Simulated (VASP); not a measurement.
Crystal: ZrBiBr.

```
Bi Zr Br
1.0
     7.94872    0.00000    0.00000
     0.00000    9.61379    0.00000
     0.00000    0.00000    3.97436
Bi Zr Br
4 4 4
Direct
  0.13800 0.13500 0.25000
  0.86200 0.86500 0.75000
  0.63800 0.36500 0.25000
  0.36200 0.63500 0.75000
  0.80000 0.04000 0.25000
  0.20000 0.96000 0.75000
  0.30000 0.46000 0.25000
  0.70000 0.54000 0.75000
  0.48000 0.82000 0.25000
  0.52000 0.18000 0.75000
  0.98000 0.68000 0.25000
  0.02000 0.32000 0.75000
```

```yaml
Program: VASP 6.6.1
Task: relaxation of cell and atoms
Functional: PBE
Potentials_or_basis: VASP PAW PBE potentials, release 64 (Bi_d, Zr_sv, Br)
Cutoff: 500 eV
k_mesh: 4 × 3 × 7
Occupations: fermi-dirac, width 0.0986 eV
Spin: no spin polarisation
```

At the start: pressure 18.5 GPa; volume 25.31 Å³/atom.

Q: How do energy, volume and symmetry change on relaxing?

A: Over 74 steps the energy falls by 1090.2 meV/atom and the volume is 29.78 Å³/atom (+17.7 %); space group Pnma (No. 62, to 0.1 Å) before and after.

Step by step:
| step | energy change (eV) | largest force (eV/Å) | pressure (GPa) | volume (Å³) |
| --- | --- | --- | --- | --- |
| 1 | 0.0000 | 4.1124 | 18.49 | 303.71 |
| 3 | -6.7521 | 1.8554 | -3.33 | 385.25 |
| 5 | -8.2689 | 1.6506 | -1.73 | 363.58 |
| 7 | -9.8819 | 1.0166 | 1.33 | 337.95 |
| 9 | -10.2504 | 0.4228 | -0.43 | 345.75 |
| 11 | -10.3762 | 0.3369 | -0.62 | 345.55 |
| 13 | -10.4598 | 0.2357 | 0.17 | 341.14 |
| 15 | -10.5090 | 0.0955 | -0.07 | 344.96 |
| 17 | -10.5152 | 0.0907 | 0.19 | 344.45 |
| 19 | -10.5197 | 0.0850 | 0.16 | 345.00 |
| 21 | -10.5252 | 0.1854 | -0.28 | 350.80 |
| 23 | -10.5346 | 0.1414 | -0.12 | 348.61 |
| 25 | -10.5686 | 0.1249 | -0.24 | 350.56 |
| 27 | -10.5719 | 0.5176 | -0.52 | 357.01 |
| 29 | -10.6104 | 0.2621 | -0.35 | 354.30 |
| 31 | -10.6706 | 0.3955 | 0.29 | 353.18 |
| 33 | -11.0386 | 1.1524 | 2.54 | 342.02 |
| 35 | -11.0455 | 1.2982 | 2.53 | 342.22 |
| 37 | -11.0778 | 1.2724 | 2.38 | 342.93 |
| 39 | -11.2114 | 1.1591 | 1.73 | 346.13 |
| 41 | -11.5653 | 0.7396 | -0.58 | 358.96 |
| 43 | -11.6489 | 0.8253 | -2.04 | 368.74 |
| 45 | -12.0041 | 0.8075 | -0.64 | 362.12 |
| 47 | -12.1077 | 0.6854 | 0.16 | 358.93 |
| 49 | -12.3106 | 0.5601 | 0.30 | 359.72 |
| 51 | -12.5122 | 0.5932 | -1.15 | 368.70 |
| 53 | -12.6190 | 0.8722 | 2.32 | 353.60 |
| 55 | -12.8032 | 0.4729 | 0.27 | 362.22 |
| 57 | -13.0058 | 0.3330 | 0.31 | 363.14 |
| 59 | -13.0474 | 0.2126 | -0.09 | 363.85 |
| 61 | -13.0647 | 0.1055 | -0.16 | 362.48 |
| 63 | -13.0713 | 0.0896 | 0.14 | 359.42 |
| 65 | -13.0742 | 0.0917 | 0.19 | 358.49 |
| 67 | -13.0760 | 0.1100 | -0.17 | 358.70 |
| 69 | -13.0778 | 0.0574 | -0.03 | 358.46 |
| 71 | -13.0792 | 0.0578 | 0.00 | 357.78 |
| 73 | -13.0813 | 0.0245 | 0.11 | 356.86 |
| 74 | -13.0820 | 0.0233 | 0.00 | 357.32 |

Final structure:
```
CELL_PARAMETERS angstrom
7.12562 0.00000 0.00000
0.00000 14.73928 0.00000
0.00000 0.00000 3.40218
ATOMIC_POSITIONS crystal
Bi 0.06194 0.15272 0.25000
Bi 0.93806 0.84728 0.75000
Bi 0.56194 0.34728 0.25000
Bi 0.43806 0.65272 0.75000
Zr 0.77474 0.99897 0.25000
Zr 0.22526 0.00103 0.75000
Zr 0.27474 0.50103 0.25000
Zr 0.72526 0.49897 0.75000
Br 0.43303 0.89379 0.25000
Br 0.56697 0.10621 0.75000
Br 0.93303 0.60621 0.25000
Br 0.06697 0.39379 0.75000
```

Caveat: the volume moved by over 15 % at a fixed basis, so the end points are rough; this functional lacks dispersion, which binds layers or chains, so the pressure and a relaxed spacing across them are unreliable.
